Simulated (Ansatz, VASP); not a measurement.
One calculation of GaAs, two programs

Contents of INCAR:

```
SYSTEM = GaAs
  PREC = Accurate
  ENCUT = 520
  EDIFF = 1E-7
  ISMEAR = -1
  SIGMA = 0.01
  LREAL = .False.
  LASPH = .True.
  NELM = 150
  ALGO = Normal
  ISIF = 2
  LWAVE = .False.
  LCHARG = .True.
  MAGMOM = 0 0 0 0 0 0
  LORBIT = 11
  LSORBIT = .True.
  GGA_COMPAT = .False.
  LORBMOM = .True.
  GGA = PS
  LVHAR = .True.
  NBANDS = 30
```

Contents of KPOINTS:

```
regular mesh
0
Gamma
  8 8 8
  0 0 0
```

Contents of POSCAR:

```
GaAs
1.0
    2.8432930248      2.8432930248      0.0000000000
   -2.8432930248      2.8432930248      0.0000000000
    0.0000000000      2.8432930248      2.8172537258
Ga As
1 1
Direct
    0.0000000000      0.0000000000      0.0000000000
    0.7500000000      0.2500000000      0.5000000000
```

Input for Ansatz:

```yaml
crystal:
  lattice:
    - [2.84329302484, 2.84329302484, 0.0]
    - [-2.84329302484, 2.84329302484, 0.0]
    - [0.0, 2.84329302484, 2.81725372576]
  atoms:
    - { symbol: Ga, position: [0.0, 0.0, 0.0] }
    - { symbol: As, position: [0.75, 0.25, 0.5] }
kpoints:
  mp_grid: { grid: [8, 8, 8] }
scf:
  occupations: { method: fermi_dirac, width: 0.01 }
  convergence: { dr2_threshold: 1.0e-10 }
hamiltonian:
  xc: pbesol
  pseudopotentials: { kind: all_electron, lapw: { basis_error: 0.0005 } }
magnetization:
  noncollinear: true
  spin_orbit: true
output:
  forces: true
  stress: true
  eigenstates:
    kpoints:
      - [0.0, 0.0, 0.0]
      - [0.5, 0.0, 0.0]
      - [0.0, 0.5, 0.5]
      - [0.0, -0.5, 0.0]
      - [0.5, 0.0, 0.5]
      - [-0.5, -0.5, -0.5]
      - [-0.5, 0.5, 0.0]
      - [0.0, 0.0, -0.5]
  eigenvalues: true
```

Change from the starting cell: film at in-plane strain +0.005.

Alike in both runs: task single point; functional PBEsol; k mesh 8 × 8 × 8; occupations fermi-dirac, width 0.01 eV; non-collinear spin, spin-orbit coupling.

|  | VASP | Ansatz |
| --- | --- | --- |
| version | VASP 6.6.1 | Ansatz 0.2.0 |
| potentials or method | VASP PAW PBE potentials, release 64 (Ga_d, As), cutoff 520 eV | all-electron LAPW |

```csv
,VASP,Ansatz,Ansatz less VASP
pressure (GPa),-0.3,-0.4,-0.13
"traceless stress, the component that is largest in VASP (GPa)",0.36,0.37,+0.001
net moment per atom (μB),0.00,0.00,0.000
```

VASP's potentials were made for PBE, not for PBEsol. Ansatz ran all-electron here, and VASP with PAW potentials.
